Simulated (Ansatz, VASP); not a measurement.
## Two plane-wave programs on ScSi2

INCAR

```
SYSTEM = ScSi2
PREC = Accurate
ENCUT = 520
EDIFF = 1E-8
ISMEAR = -1
SIGMA = 0.05
LREAL = .FALSE.
LASPH = .TRUE.
NELM = 100
ALGO = Normal
ISIF = 2
LWAVE = .FALSE.
LCHARG = .FALSE.
GGA = PS
LEFG = .TRUE.
NBANDS = 16
```

The input KPOINTS:

```
regular mesh
0
G
  13 13 11
  0 0 0
```

POSCAR

```
ScSi2
1.0
    3.6599987106      0.0000000000      0.0000000000
   -1.8299993553      3.1696518612      0.0000000000
    0.0000000000      0.0000000000      3.8700000000
Sc Si
1 2
Direct
    0.0000000000      0.0000000000      0.0000000000
    0.3333333333      0.6666666667      0.5000000000
    0.6666666667      0.3333333333      0.5000000000
```

Input for Ansatz:

```yaml
crystal:
  lattice:
    - [3.6599987106, 0.0, 0.0]
    - [-1.8299993553, 3.1696518612, 0.0]
    - [0.0, 0.0, 3.87]
  atoms:
    - { symbol: Sc, position: [0.0, 0.0, 0.0] }
    - { symbol: Si, position: [0.3333333333, 0.6666666667, 0.5] }
    - { symbol: Si, position: [0.6666666667, 0.3333333333, 0.5] }
kpoints:
  mp_grid: { grid: [13, 13, 11] }
  band_path:
    path:
      - [0.0, 0.0, 0.0]
      - [0.5, 0.0, 0.0]
      - [0.3333333333, 0.3333333333, 0.0]
      - [0.0, 0.0, 0.0]
      - [0.0, 0.0, 0.5]
      - [0.5, 0.0, 0.5]
      - [0.3333333333, 0.3333333333, 0.5]
      - [0.0, 0.0, 0.5]
      - [0.5, 0.0, 0.5]
    npoints: 14
scf:
  occupations: { method: fermi_dirac, width: 0.05 }
hamiltonian:
  xc: pbesol
  pseudopotentials: { kind: paw }
output:
  forces: true
  stress: true
  eigenvalues: true
  efg: { contact_densities: true }
  populations: true
  bader: true
  dos: { projected: true, de: 0.2, e_range: [-14, 8] }
  write_density: true
  write_potential: true
  elf: true
  volumetric_format: npy
```

Alike in both runs: task electric field gradients; functional PBEsol; k mesh 13 × 13 × 11; occupations fermi-dirac, width 0.05 eV; no spin polarisation.

```csv
,VASP,Ansatz
version,VASP 6.6.1,Ansatz 0.2.0
potentials or method,"VASP PAW PBE potentials, release 64 (Sc_sv, Si)","PAW with Ansatz's default frozen-core files, scalar-relativistic"
plane-wave cutoff (eV),520,420
valence electrons in the cell,19,19
```

|  | VASP | Ansatz | Ansatz less VASP |
| --- | --- | --- | --- |
| pressure (GPa) | 22.1 | 21.8 | -0.30 |
| traceless stress, the component that is largest in VASP (GPa) | -24.62 | -24.59 | +0.027 |
| size of Vzz on the site where it differs most (V/Å²) | 16.4 | 11.6 | -4.88 |

VASP's potentials were made for PBE, not for PBEsol.
